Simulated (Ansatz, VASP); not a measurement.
**AlNi: VASP beside Ansatz**

INCAR

```
SYSTEM = AlNi
PREC = Accurate
ENCUT = 520
EDIFF = 1E-6
ISMEAR = 0
SIGMA = 0.15
LREAL = .FALSE.
LASPH = .TRUE.
NELM = 100
ALGO = Normal
ISIF = 2
LWAVE = .FALSE.
LCHARG = .FALSE.
GGA = PS
NBANDS = 14
```

KPOINTS

```
Automatic mesh
0
G
  16 16 16
  0 0 0
```

The input POSCAR:

```
AlNi
1.0
    2.8855765085      0.0000000000      0.0000000000
    0.0000000000      2.8855765085      0.0000000000
    0.0000000000      0.0000000000      2.8855765085
Al Ni
1 1
Direct
    0.0000000000      0.0000000000     -0.0199173717
    0.5000000000      0.5000000000      0.5091560777
```

Input for Ansatz:

```yaml
crystal:
  lattice:
    - [2.8855765085, 0.0, 0.0]
    - [0.0, 2.8855765085, 0.0]
    - [0.0, 0.0, 2.8855765085]
  atoms:
    - { symbol: Al, position: [0.0, 0.0, -0.0199173717] }
    - { symbol: Ni, position: [0.5, 0.5, 0.5091560777] }
basis:
  ecutwfc: 520.0
kpoints:
  mp_grid: { grid: [16, 16, 16] }
hamiltonian:
  xc: pbesol
  pseudopotentials: { kind: paw, azcp: { folder: soft_1 } }
scf:
  occupations: { method: gaussian, width: 0.15 }
output:
  forces: true
  stress: true
  eigenvalues: true
```

Change from the starting cell: mode 6 frozen in at -0.057 Å, equal normal strain along x, y and z +0.0083.

Alike in both runs: task single point; functional PBEsol; k mesh 16 × 16 × 16; occupations gaussian, width 0.15 eV; no spin polarisation.

|  | VASP | Ansatz |
| --- | --- | --- |
| version | VASP 6.6.1 | Ansatz 0.2.0 |
| potentials or method | VASP PAW PBE potentials, release 64 (Al, Ni), cutoff 520 eV | scalar-relativistic, plane waves, PAW |
| valence electrons in the cell | 13 | 21 |

Ansatz gave:

- gap on the k mesh at the Fermi level (eV): none
- pressure (GPa): -3.6
- traceless stress, the component that is largest in VASP (GPa): -0.21
- rms of the force components (eV/Å): 0.272

Problem. What did VASP give for the same quantities?

Solution. gap on the k mesh at the Fermi level (eV): none; pressure (GPa): -3.4; traceless stress, the component that is largest in VASP (GPa): -0.21; rms of the force components (eV/Å): 0.274.

VASP's potentials were made for PBE, not for PBEsol, and Ansatz warns of the same on its side. Atom by atom the forces differ by 0.002 eV/Å (rms over components). A gap of «none» marks a metal or a gap that the smearing closes. VASP's potentials hold 13 valence electrons a cell and Ansatz's 21, so a difference there can come from the potentials and not from the codes.
